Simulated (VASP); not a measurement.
# Si (a cell with a defect) in VASP: single point with PBE

Aim: the single point of Si (a cell with a defect) with PBE.

Everything below comes from runs of VASP 6.6.1. Logs are shortened: lines on timing, memory, paths and dates and some standing lists are left out, and cuts for length are marked.

## 1. The cell of the first run

The cell holds a defect, 53 atoms: a = 11.604 Å, b = 11.604 Å, c = 11.604 Å, α = 60.00°, β = 60.00°, γ = 60.00°.

## 2. Single point, PBE

Contents of INCAR:

```
  PREC = Accurate
  ENCUT = 520
  EDIFF = 1E-7
  ISMEAR = 0
  SIGMA = 0.02
  LREAL = Auto
  LASPH = T
  NELM = 100
  ALGO = Fast
  ISIF = 2
  LWAVE = F
  LCHARG = F
  GGA = PE
  NELECT = 214.0
  NBANDS = 138
```

Contents of KPOINTS:

```
regular mesh
0
Gamma
  2 2 2
```

Contents of POSCAR:

```
Si
1.0
    8.2051406440      0.0000000000      8.2051406440
    8.2051406440      8.2051406440      0.0000000000
    0.0000000000      8.2051406440      8.2051406440
Si
53
Direct
    0.2064934135      0.2064936573      0.2064940229
    0.2456472823      0.5779359192      0.2456469167
    0.2501197833      0.9389853671      0.2501196614
    0.5779361629      0.2456471604      0.2456469167
    0.5814108748      0.5814109967      0.2486644762
    0.5846185590      0.9185466559      0.2474760139
    0.9389853671      0.2501199052      0.2501199052
    0.9185465341      0.5846185590      0.2474761358
    0.9201198770      0.9201198770      0.2496946840
    0.2456472823      0.2456471604      0.5779355535
    0.2486645371      0.5814108139      0.5814108139
    0.2474759530      0.9185463512      0.5846187419
    0.5814107530      0.2486645980      0.5814108748
    0.5829303491      0.5829303491      0.5829304710
    0.5829511288      0.9165836792      0.5829508850
    0.9185463512      0.2474759530      0.5846188637
    0.9165837402      0.5829510678      0.5829509459
    0.9181159503      0.9181159503      0.5834564827
    0.2501194177      0.2501194177      0.9389854890
    0.2474758311      0.5846182544      0.9185465950
    0.2496948058      0.9201196332      0.9201196332
    0.5846182544      0.2474758311      0.9185467169
    0.5829510069      0.5829510069      0.9165835573
    0.5834565436      0.9181158894      0.9181157675
    0.9201196942      0.2496947449      0.9201196942
    0.9181158894      0.5834565436      0.9181158894
    0.9181405081      0.9181405081      0.9181407519
    0.1673152307      0.4741169187      0.1673154745
    0.1709380815      0.8370787654      0.1709377159
    0.4741168578      0.1673154135      0.1673154135
    0.4963362210      0.4963360991      0.1674436258
    0.4991225230      0.8316680720      0.1694587040
    0.8370788872      0.1709380815      0.1709378377
    0.8316679501      0.4991226449      0.1694588259
    0.8350995184      0.8350996402      0.1685683476
    0.1673151698      0.1673151698      0.4741172234
    0.1674439305      0.4963361601      0.4963357944
    0.1694588869      0.8316678892      0.4991224621
    0.4963362210      0.1674438696      0.4963358554
    0.4990291060      0.4990291060      0.4990289841
    0.4988419672      0.8339083749      0.4988420891
    0.8316678892      0.1694588869      0.4991225840
    0.8339083139      0.4988420281      0.4988421500
    0.8340677871      0.8340677871      0.5006274332
    0.1709378987      0.1709377768      0.8370783388
    0.1694588259      0.4991221574      0.8316678283
    0.1685681648      0.8350992137      0.8350997012
    0.4991221574      0.1694588259      0.8316679501
    0.4988418453      0.4988418453      0.8339084967
    0.5006276161      0.8340676043      0.8340676043
    0.8350992746      0.1685682257      0.8350997621
    0.8340677262      0.5006276161      0.8340676043
    0.8343026399      0.8343026399      0.8343025180
```

Potentials or basis: VASP PAW PBE potentials, release 64 (Si).

Command:

```sh
$ cat potpaw_PBE.64/Si/POTCAR > POTCAR
$ mpirun -np 1 vasp_std > vasp.out
```

OUTCAR:

```text
PREC = Accurate
   ENCUT = 520
   EDIFF = 1E-7
   ISMEAR = 0
   LREAL = Auto
   LASPH = T
   NELM = 100
   ISIF = 2
   GGA = PE
   NELECT = 214.0

 ion  position               nearest neighbor table
   1  0.206  0.206  0.206-   7 2.69   3 2.69  19 2.69  36 2.73  28 2.73  30 2.73
   2  0.246  0.578  0.246-  37 2.38  31 2.38  29 2.47  28 2.47
   3  0.250  0.939  0.250-  32 2.37  38 2.37  29 2.47   1 2.69
   4  0.578  0.246  0.246-  31 2.38  39 2.38  33 2.47  30 2.47
   5  0.581  0.581  0.249-  32 2.37  34 2.37  40 2.37  31 2.38
   6  0.585  0.919  0.247-  32 2.37  35 2.37  30 2.38  41 2.38
   7  0.939  0.250  0.250-  42 2.37  34 2.37  33 2.47   1 2.69
[... 44 lines left out ...]
  52  0.834  0.501  0.834-  26 2.38  25 2.38  17 2.38  23 2.38
  53  0.834  0.834  0.834-  18 2.38  24 2.38  26 2.38  27 2.38

  LATTYP: Found a face centered cubic cell.
 ALAT       =    16.4102812880

  Lattice vectors:

 A1 = (   8.2051406440,   0.0000000000,   8.2051406440)
 A2 = (   8.2051406440,   8.2051406440,   0.0000000000)
 A3 = (   0.0000000000,   8.2051406440,   8.2051406440)

Analysis of symmetry for initial positions (statically):
=====================================================================
 Subroutine PRICEL returns:
 Original cell was already a primitive cell.

 Routine SETGRP: Setting up the symmetry group for a
 face centered cubic supercell.

 Subroutine GETGRP returns: Found  6 space group operations
 (whereof  6 operations were pure point group operations)
 out of a pool of 48 trial point group operations.

The static configuration has the point symmetry C_3v.

Analysis of symmetry for dynamics (positions and initial velocities):
=====================================================================
 Subroutine PRICEL returns:
 Original cell was already a primitive cell.

 Routine SETGRP: Setting up the symmetry group for a
 face centered cubic supercell.

 Subroutine GETGRP returns: Found  6 space group operations
 (whereof  6 operations were pure point group operations)
 out of a pool of 48 trial point group operations.

The dynamic configuration has the point symmetry C_3v.

 Subroutine INISYM returns: Found  6 space group operations
 (whereof  6 operations are pure point group operations),
 and found     1 'primitive' translations

----------------------------------------------------------------------------------------

                                     Primitive cell

  volume of cell :    1104.8112
[... 176 lines left out ...]
   ISIF   =      2    stress and relaxation
   ISYM   =      2    0-nonsym 1-usesym 2-fastsym
   POTIM  = 0.5000    time-step for ionic-motion
   TEBEG  =    0.0;   TEEND  =   0.0 temperature during run
   PSTRESS=    0.0 pullay stress
   NELECT =     214.0000    total number of electrons
   NUPDOWN=      -1.0000    fix difference up-down
   EMIN   =  10.00;   EMAX   =-10.00  energy-range for DOS
   EFERMI =   0.00;   METHOD = LEGACY
   ISMEAR =     0;   SIGMA  =   0.02  broadening in eV -4-tet -1-fermi 0-gaus
   EFERMI_NEDOS =   21; number of points for ismear=-14 and -15
   IALGO  =     68    algorithm
   IMIX   =      4    mixing-type and parameters
     AMIX     =   0.40;   BMIX     =  1.00
     AMIX_MAG =   1.60;   BMIX_MAG =  1.00
  volume/ion in A,a.u.               =      20.85       140.67
  Fermi-wavevector in a.u.,A,eV,Ry     =   0.947218  1.789983 12.207452  0.897222
  Thomas-Fermi vector in A             =   2.075291
   LORBIT       =      0    0 simple, 1 ext, 2 COOP (PROOUT), +10 PAW based schemes
   GGA     = PE    functional components
   LHFCALC =     F    Hartree Fock is set to
   AEXX    =    0.0000 exact exchange contribution
   IVDW    =     0    specifies the selected vdW correction
   LEPSILON=     F    determine dielectric tensor
   LRPA    =     F    only Hartree local field effects (RPA)
 non-spin polarized calculation
 RMM-DIIS sequential band-by-band and
 Gauss-broadening in eV      SIGMA  =   0.02
  energy-cutoff  :      520.00
  volume of cell :     1104.81
 maximum number of plane-waves:     29794
 NGX is ok and might be reduce to    90
   NGX = 43   NGY = 43   NGZ = 43

 number of electron     214.0000001 magnetization

 Free energy of the ion-electron system (eV)
  ---------------------------------------------------
  ext. energy  EPLUGINS =         0.00000000
  ---------------------------------------------------
  free energy    TOTEN  =      -271.84730528 eV

  energy without entropy =     -271.84448433  energy(sigma->0) =     -271.84589481

 E-fermi :   5.9992     XC(G=0):  -9.3120

 val. band max:        5.9991926318   @ k =   0.0000   0.0000   0.0000
 cond. band min:       5.9991947228   @ k =   0.0000   0.0000   0.0000
 fundamental gap:      0.0000020911
 Fermi energy:         5.9991936773

 k-point     1 :       0.0000    0.0000    0.0000
  band No.  band energies     occupation
      1      -6.2793      2.00000
      2      -5.0318      2.00000
      3      -5.0010      2.00000
      4      -5.0010      2.00000
      5      -4.9980      2.00000
      6      -4.8973      2.00000
[... 477 lines left out ...]
    118       7.5908      0.00000
    119       7.6218      0.00000
 [bands above 119 left out]

------------------------ aborting loop because EDIFF is reached ----------------------------------------

  FORCE on cell =-STRESS in cart. coord.  units (eV):
  Direction    XX          YY          ZZ          XY          YZ          ZX
  --------------------------------------------------------------------------------------
  -------------------------------------------------------------------------------------
  Total        5.3868588      5.3868588      5.3868588     -5.7829601     -5.7829601     -5.7829601
  in kB        7.8119255      7.8119255      7.8119255     -8.3863443     -8.3863443     -8.3863443
  external PRESSURE =       7.8119255 kB  Pullay stress =       0.0000000 kB

 VOLUME and BASIS-vectors are now :
 -----------------------------------------------------------------------------
  energy-cutoff  :      520.00
  volume of cell :     1104.81
      direct lattice vectors                 reciprocal lattice vectors
     8.205140644  0.000000000  8.205140644     0.060937408 -0.060937408  0.060937408
     8.205140644  8.205140644  0.000000000     0.060937408  0.060937408 -0.060937408
     0.000000000  8.205140644  8.205140644    -0.060937408  0.060937408  0.060937408

 POSITION                                       TOTAL-FORCE (eV/Angst)
 -----------------------------------------------------------------------------------
      3.38862      3.38862      3.38862        -0.010027     -0.010027     -0.010027
      6.75762      6.75761      4.03114         0.013379      0.013379      0.007215
      9.75677      9.75677      4.10453         0.014416      0.014416     -0.026933
      6.75762      4.03114      6.75762         0.013379      0.007215      0.013379
      9.54112      6.81089      6.81089        -0.001821     -0.003151     -0.003151
     12.33368      9.56738      6.82745        -0.000306     -0.009092      0.003667
[... 45 lines left out ...]
     10.95136     10.95136     13.68728        -0.008437     -0.008437     -0.004594
     13.69114     13.69114     13.69114        -0.001777     -0.001777     -0.001777
 -----------------------------------------------------------------------------------
    total drift:                                0.002490      0.002331      0.002399

  FREE ENERGIE OF THE ION-ELECTRON SYSTEM (eV)
  ---------------------------------------------------
  free  energy   TOTEN  =      -271.8473052815 eV

  energy  without entropy=     -271.8444843336  energy(sigma->0) =     -271.84589481
```

Run time: 75 min. Hardware: 1 thread of Oxide Virtual Turin-like, shared host; peak memory 1.5 GiB.

What came out:

- Free energy: -271.8473 eV
- Largest force: 0.046 eV/Å

Forces on the atoms (eV/Å):
```
Si  -0.010 -0.010 -0.010
Si   0.013  0.013  0.007
Si   0.014  0.014 -0.027
Si   0.013  0.007  0.013
Si  -0.002 -0.003 -0.003
Si   0.000 -0.009  0.004
Si   0.014 -0.027  0.014
Si   0.000  0.004 -0.009
Si   0.005  0.005  0.005
Si   0.007  0.013  0.013
Si  -0.003 -0.002 -0.003
Si  -0.009  0.000  0.004
Si  -0.003 -0.003 -0.002
Si  -0.007 -0.007 -0.007
Si   0.001  0.001  0.000
Si  -0.009  0.004  0.000
Si   0.001  0.000  0.001
Si   0.000 -0.013 -0.013
Si  -0.027  0.014  0.014
Si   0.004  0.000 -0.009
Si   0.005  0.005  0.005
Si   0.004 -0.009  0.000
Si   0.000  0.001  0.001
Si  -0.013  0.000 -0.013
Si   0.005  0.005  0.005
Si  -0.013 -0.013  0.000
Si  -0.004 -0.004 -0.004
Si   0.033  0.033 -0.004
Si   0.006  0.006 -0.016
Si   0.033 -0.004  0.033
Si   0.006 -0.004 -0.004
Si  -0.008  0.013 -0.008
Si   0.006 -0.016  0.006
Si  -0.008 -0.008  0.013
Si   0.000  0.001  0.001
Si  -0.004  0.033  0.033
Si  -0.004  0.006 -0.004
Si   0.013 -0.008 -0.008
Si  -0.004 -0.004  0.006
Si   0.001  0.001  0.001
Si  -0.005 -0.005 -0.002
Si   0.013 -0.008 -0.008
Si  -0.005 -0.002 -0.005
Si  -0.005 -0.008 -0.008
Si  -0.016  0.006  0.006
Si  -0.008 -0.008  0.013
Si   0.001  0.000  0.001
Si  -0.008  0.013 -0.008
Si  -0.002 -0.005 -0.005
Si  -0.008 -0.005 -0.008
Si   0.001  0.001  0.000
Si  -0.008 -0.008 -0.005
Si  -0.002 -0.002 -0.002
```

Caveat: the cell carries a net charge on a neutralising background, which shifts energy and pressure; the cell is charged against a uniform background, so pressure and absolute levels hang on convention.
